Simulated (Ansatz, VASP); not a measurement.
**CsBr in VASP and in Ansatz**

File INCAR:

```
  ALGO = Normal
  EDIFF = 1E-7
  EDIFFG = -0.005
  ENCUT = 500
  GGA = PE
  GGA_COMPAT = False
  IBRION = 2
  ISIF = 3
  ISMEAR = -1
  LASPH = True
  LCHARG = False
  LREAL = False
  LWAVE = False
  NELM = 120
  NELMIN = 4
  NSW = 40
  PREC = Accurate
  SIGMA = 0.02
```

File KPOINTS:

```
k-points
0
Gamma
  7 7 7
```

Contents of POSCAR:

```
CsBr
1.0
    4.3893007101      0.0000000000      0.0000000000
    0.0000000000      4.3893007101      0.0000000000
    0.0000000000      0.0000000000      4.3893007101
Cs Br
1 1
Direct
    0.0000000000      0.0000000000      0.0000000000
    0.5000000000      0.5000000000      0.5000000000
```

Input for Ansatz:

```yaml
crystal:
  lattice:
    - [4.3893007101, 0.0, 0.0]
    - [0.0, 4.3893007101, 0.0]
    - [0.0, 0.0, 4.3893007101]
  atoms:
    - { symbol: Cs, position: [0.0, 0.0, 0.0] }
    - { symbol: Br, position: [0.5, 0.5, 0.5] }
kpoints:
  mp_grid: { grid: [7, 7, 7] }
scf:
  occupations: { method: fermi_dirac, width: 0.02 }
hamiltonian:
  xc: pbe
  pseudopotentials:
    kind: all_electron
    lapw: { basis_error: 0.0005 }
    relativity: none
output:
  forces: true
  stress: true
  eigenvalues: true
relax:
  f_tol: 0.005
  max_steps: 20
  cell: {}
```

Alike in both runs: task relaxation of cell and atoms; functional PBE; k mesh 7 × 7 × 7; occupations fermi-dirac, width 0.02 eV; no spin polarisation.

|  | VASP | Ansatz |
| --- | --- | --- |
| version | VASP 6.6.1 | Ansatz 0.2.0 |
| potentials or method | VASP PAW PBE potentials, release 64 (Cs_sv, Br), cutoff 500 eV | all-electron LAPW, non-relativistic |

VASP gave:

* gap on the k mesh at the Fermi level, each at its own relaxed structure (eV): 4.26
* relaxed volume (Å³/atom): 42.34
* relaxed cell length with the largest relative difference (Å): 4.391

Question: What did Ansatz give for the same quantities?

Answer: gap on the k mesh at the Fermi level, each at its own relaxed structure (eV): 4.77; relaxed volume (Å³/atom): 42.92; relaxed cell length with the largest relative difference (Å): 4.411.

One of these differences is far larger than is usual between the two programs; its cause wasn't traced. Ansatz ran all-electron here, and VASP with PAW potentials.

Spin-orbit coupling is off throughout.
